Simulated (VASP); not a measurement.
# MgO (Cmcm) in VASP: a series of runs

MgO is run at these levels: PBEsol; tasks: single point.

All numbers are computed with VASP 6.6.1; they aren't measurements. Logs are shortened: lines on timing, memory, paths and dates and some standing lists are left out, and cuts for length are marked.

### Step 1. The cell of the first run

Symmetry: Cmcm, No. 63, orthorhombic system. The conventional cell has a = 3.413 Å, b = 5.912 Å, c = 4.391 Å, α = 90.00°, β = 90.00°, γ = 90.00°. Mg (site symmetry m2m) has 5 O at 1.95 to 2.20 Å within 2.6 Å. O (site symmetry m2m) has 5 Mg at 1.95 to 2.20 Å within 2.6 Å.

### Step 2. Single point, PBEsol (mode 5 frozen in at -0.073 Å, strain +e along z and -e/2 along x and y +0.0467)

Contents of INCAR:

```
ALGO = Normal ; EDIFF = 1E-6
ENCUT = 520 ; GGA = PS
ISIF = 2 ; ISMEAR = 0
LASPH = True ; LCHARG = False
LREAL = False ; LWAVE = False
NBANDS = 16 ; NELM = 80
PREC = Accurate ; SIGMA = 0.05
```

Contents of KPOINTS:

```
k-points
0
Gamma
  9 9 6
```

Contents of POSCAR:

```
MgO
1.0
    3.4131635912      0.0000000000      0.0000000000
   -1.7065817956      2.9558863772      0.0000000000
    0.0000000000      0.0000000000      4.3906063377
Mg O
2 2
Direct
    0.6545737154      0.3091474307      0.7500000000
    0.3454262846      0.6908525693      0.2500000000
    0.6755705704      0.3511411408      0.2500000000
    0.3244294296      0.6488588592      0.7500000000
```

Potentials or basis: VASP PAW PBE potentials, release 64 (Mg, O).

Run with:

```sh
cat potpaw_PBE.64/Mg/POTCAR potpaw_PBE.64/O/POTCAR > POTCAR
mpirun -np 1 vasp_std > vasp.out
```

OUTCAR:

```text
EDIFF = 1E-6
   ENCUT = 520
   GGA = PS
   ISIF = 2
   ISMEAR = 0
   LASPH = True
   LREAL = False
   NELM = 80
   PREC = Accurate

 ion  position               nearest neighbor table
   1  0.655  0.309  0.750-   4 1.95   4 1.98   4 1.98   3 2.20   3 2.20   2 2.86   2 2.86   2 3.00
                             2 3.00   2 3.00   2 3.00
   2  0.345  0.691  0.250-   3 1.95   3 1.98   3 1.98   4 2.20   4 2.20   1 2.86   1 2.86   1 3.00
                             1 3.00   1 3.00   1 3.00
   3  0.676  0.351  0.250-   2 1.95   2 1.98   2 1.98   1 2.20   1 2.20
   4  0.324  0.649  0.750-   1 1.95   1 1.98   1 1.98   2 2.20   2 2.20

  LATTYP: Found a hexagonal cell.
 ALAT       =     3.4131635912
 C/A-ratio  =     1.2863744208

  Lattice vectors:

 A1 = (   3.4131635912,   0.0000000000,   0.0000000000)
 A2 = (  -1.7065817956,   2.9558863772,   0.0000000000)
 A3 = (   0.0000000000,   0.0000000000,   4.3906063377)

Analysis of symmetry for initial positions (statically):
=====================================================================
 Subroutine PRICEL returns:
 Original cell was already a primitive cell.

 Routine SETGRP: Setting up the symmetry group for a
 hexagonal supercell.

 Subroutine GETGRP returns: Found  8 space group operations
 (whereof  4 operations were pure point group operations)
 out of a pool of 24 trial point group operations.

The static configuration has the point symmetry C_2h.
 The point group associated with its full space group is D_2h.

Analysis of symmetry for dynamics (positions and initial velocities):
=====================================================================
 Subroutine PRICEL returns:
 Original cell was already a primitive cell.

 Routine SETGRP: Setting up the symmetry group for a
 hexagonal supercell.

 Subroutine GETGRP returns: Found  8 space group operations
 (whereof  4 operations were pure point group operations)
 out of a pool of 24 trial point group operations.

The dynamic configuration has the point symmetry C_2h.
 The point group associated with its full space group is D_2h.

 Subroutine INISYM returns: Found  8 space group operations
 (whereof  4 operations are pure point group operations),
 and found     1 'primitive' translations

[... 90 lines left out ...]
   ISTART =      0    job   : 0-new  1-cont  2-samecut
   ICHARG =      2    charge: 1-file 2-atom 10-const
   ISPIN  =      1    spin polarized calculation?
   LNONCOLLINEAR =      F non collinear calculations
   LSORBIT =      F    spin-orbit coupling
   LASPH  =      T    aspherical Exc in radial PAW
   ENCUT  =  520.0 eV  38.22 Ry    6.18 a.u.   6.35  6.35  8.16*2*pi/ulx,y,z
   NELM   =     80;   NELMIN=  2; NELMDL= -5     # of ELM steps
   EDIFF  = 0.1E-05   stopping-criterion for ELM
   LREAL  =      F    real-space projection
   EDIFFG = 0.1E-04   stopping-criterion for IOM
   NSW    =      0    number of steps for IOM
   IBRION =     -1    ionic relax: 0-MD 1-quasi-New 2-CG
   NFREE  =      0    steps in history (QN), initial steepest desc. (CG)
   ISIF   =      2    stress and relaxation
   ISYM   =      2    0-nonsym 1-usesym 2-fastsym
   POTIM  = 0.5000    time-step for ionic-motion
   TEBEG  =    0.0;   TEEND  =   0.0 temperature during run
   PSTRESS=    0.0 pullay stress
   NELECT =      16.0000    total number of electrons
   NUPDOWN=      -1.0000    fix difference up-down
   EMIN   =  10.00;   EMAX   =-10.00  energy-range for DOS
   EFERMI =   0.00;   METHOD = LEGACY
   ISMEAR =     0;   SIGMA  =   0.05  broadening in eV -4-tet -1-fermi 0-gaus
   EFERMI_NEDOS =   21; number of points for ismear=-14 and -15
   IALGO  =     38    algorithm
   IMIX   =      4    mixing-type and parameters
     AMIX     =   0.40;   BMIX     =  1.00
     AMIX_MAG =   1.60;   BMIX_MAG =  1.00
  volume/ion in A,a.u.               =      11.07        74.73
  Fermi-wavevector in a.u.,A,eV,Ry     =   1.165892  2.203217 18.494461  1.359305
  Thomas-Fermi vector in A             =   2.302412
   LORBIT       =      0    0 simple, 1 ext, 2 COOP (PROOUT), +10 PAW based schemes
   GGA     = PS    functional components
   LHFCALC =     F    Hartree Fock is set to
   AEXX    =    0.0000 exact exchange contribution
   IVDW    =     0    specifies the selected vdW correction
   LEPSILON=     F    determine dielectric tensor
   LRPA    =     F    only Hartree local field effects (RPA)
 non-spin polarized calculation
 Gauss-broadening in eV      SIGMA  =   0.05
  energy-cutoff  :      520.00
  volume of cell :       44.30
 maximum number of plane-waves:      1209
 NGX is ok and might be reduce to    28
   NGX = 13   NGY = 13   NGZ = 17

 number of electron      15.9999996 magnetization

 Free energy of the ion-electron system (eV)
  ---------------------------------------------------
  ext. energy  EPLUGINS =         0.00000000
  ---------------------------------------------------
  free energy    TOTEN  =       -24.63716030 eV

  energy without entropy =      -24.63716030  energy(sigma->0) =      -24.63716030

 E-fermi :   2.2211     XC(G=0): -10.2954

 val. band max:        1.9492665483   @ k =   0.0000   0.0000   0.0000
 cond. band min:       5.1162612464   @ k =   0.0000   0.0000   0.0000
 fundamental gap:      3.1669946981
 Fermi energy:         2.2211226702

 k-point     1 :       0.0000    0.0000    0.0000
  band No.  band energies     occupation
      1     -14.9697      2.00000
      2     -13.6819      2.00000
      3      -1.9335      2.00000
      4       0.1898      2.00000
      5       0.2595      2.00000
      6       0.8616      2.00000
[... 433 lines left out ...]
      3      -1.6678      2.00000
      4      -0.5484      2.00000
      5      -0.2850      2.00000
      6      -0.2848      2.00000
[... 8 lines left out ...]
     15      15.6483      0.00000
     16      17.2258      0.00000

 [... further k-points ...]
[... 5 lines left out ...]
  --------------------------------------------------------------------------------------
  -------------------------------------------------------------------------------------
  Total        0.9224125      1.4036168     -1.7069572      0.0000000     -0.0000000      0.0000000
  in kB       33.3631024     50.7679688    -61.7396077      0.0000000     -0.0000000      0.0000000
  external PRESSURE =       7.4638212 kB  Pullay stress =       0.0000000 kB

 VOLUME and BASIS-vectors are now :
 -----------------------------------------------------------------------------
  energy-cutoff  :      520.00
  volume of cell :       44.30
      direct lattice vectors                 reciprocal lattice vectors
     3.413163591  0.000000000  0.000000000     0.292983320  0.169153999  0.000000000
    -1.706581796  2.955886377  0.000000000     0.000000000  0.338307997  0.000000000
     0.000000000  0.000000000  4.390606338     0.000000000  0.000000000  0.227758975

 POSITION                                       TOTAL-FORCE (eV/Angst)
 -----------------------------------------------------------------------------------
      1.70658      0.91380      3.29295        -0.000000      0.583128     -0.000000
     -0.00000      2.04208      1.09765         0.000000     -0.583128     -0.000000
      1.70658      1.03793      1.09765         0.000000     -0.150927     -0.000000
      0.00000      1.91795      3.29295         0.000000      0.150927      0.000000
 -----------------------------------------------------------------------------------
    total drift:                                0.000000     -0.000000      0.000000

  FREE ENERGIE OF THE ION-ELECTRON SYSTEM (eV)
  ---------------------------------------------------
  free  energy   TOTEN  =       -24.6371603001 eV

  energy  without entropy=      -24.6371603001  energy(sigma->0) =      -24.63716030
```

OSZICAR:

```text
N       E                     dE             d eps       ncg     rms          rms(c)
DAV:   1     0.584055779217E+02    0.58406E+02   -0.74813E+03  3200   0.886E+02
DAV:   2    -0.244525626576E+02   -0.82858E+02   -0.75841E+02  4544   0.196E+02
DAV:   3    -0.282427298568E+02   -0.37902E+01   -0.37802E+01  3632   0.429E+01
DAV:   4    -0.282580939413E+02   -0.15364E-01   -0.15364E-01  3776   0.318E+00
DAV:   5    -0.282581684912E+02   -0.74550E-04   -0.74550E-04  3592   0.213E-01    0.105E+01
DAV:   6    -0.247409614539E+02    0.35172E+01   -0.91685E+00  3296   0.234E+01    0.355E+00
DAV:   7    -0.246723424147E+02    0.68619E-01   -0.14760E-01  3208   0.311E+00    0.207E+00
DAV:   8    -0.246391301918E+02    0.33212E-01   -0.86784E-02  3496   0.312E+00    0.487E-01
DAV:   9    -0.246367451141E+02    0.23851E-02   -0.48728E-03  3784   0.623E-01    0.119E-01
DAV:  10    -0.246371557243E+02   -0.41061E-03   -0.35608E-04  3240   0.139E-01    0.135E-02
DAV:  11    -0.246371614870E+02   -0.57627E-05   -0.18088E-05  3912   0.286E-02    0.134E-02
DAV:  12    -0.246371603698E+02    0.11172E-05   -0.34068E-06  3248   0.150E-02    0.234E-03
DAV:  13    -0.246371603001E+02    0.69621E-07   -0.16534E-07  1672   0.339E-03
   1 F= -.24637160E+02 E0= -.24637160E+02  d E =-.841424E-17
```

stdout:

```text
POSCAR found type information on POSCAR MgO
 POSCAR found :  2 types and       4 ions
 scaLAPACK will be used
 -----------------------------------------------------------------------------
|                                                                             |
|                                                                             |
|     You enforced a specific xc type in the INCAR file but a different       |
|     I HOPE YOU KNOW WHAT YOU ARE DOING!                                     |
|                                                                             |
 -----------------------------------------------------------------------------

 LDA part: xc-table for (Slater+PW92), standard interpolation
 POSCAR, INCAR and KPOINTS ok, starting setup
 FFT: planning ... GRIDC
 FFT: planning ... GRID_SOFT
 FFT: planning ... GRID
 WAVECAR not read
 entering main loop
```

Run time: 35 s. Hardware: 1 thread of Intel Xeon Platinum 8488C (Sapphire Rapids), shared host; peak memory 0.21 GiB.

Results:

* Free energy: -24.6372 eV
* Pressure: 0.7 GPa
* Largest force: 0.583 eV/Å
* Band gap on the k mesh: 3.17 eV, direct

Forces on the atoms (eV/Å):
```
Mg   0.000  0.583  0.000
Mg   0.000 -0.583  0.000
O    0.000 -0.151  0.000
O    0.000  0.151  0.000
```

Levels at points of the mesh, in eV from the valence-band top:
```
           k point  band 6  band 7  band 8  band 9  band 10  band 11
(0.00, 0.00, 0.00)   -1.09   -0.87    0.00    3.17     9.03    11.27
(0.00, 0.00, 0.50)   -1.39   -1.34   -1.34    6.15     6.15    13.07
```

Caveat: the cell differs from its parent crystal (mode 5 frozen in at -0.073 Å, strain +e along z and -e/2 along x and y +0.0467); the PAW data sets were made with another functional, which shifts forces and pressure a little.

(Continued in part 2 of 3.)
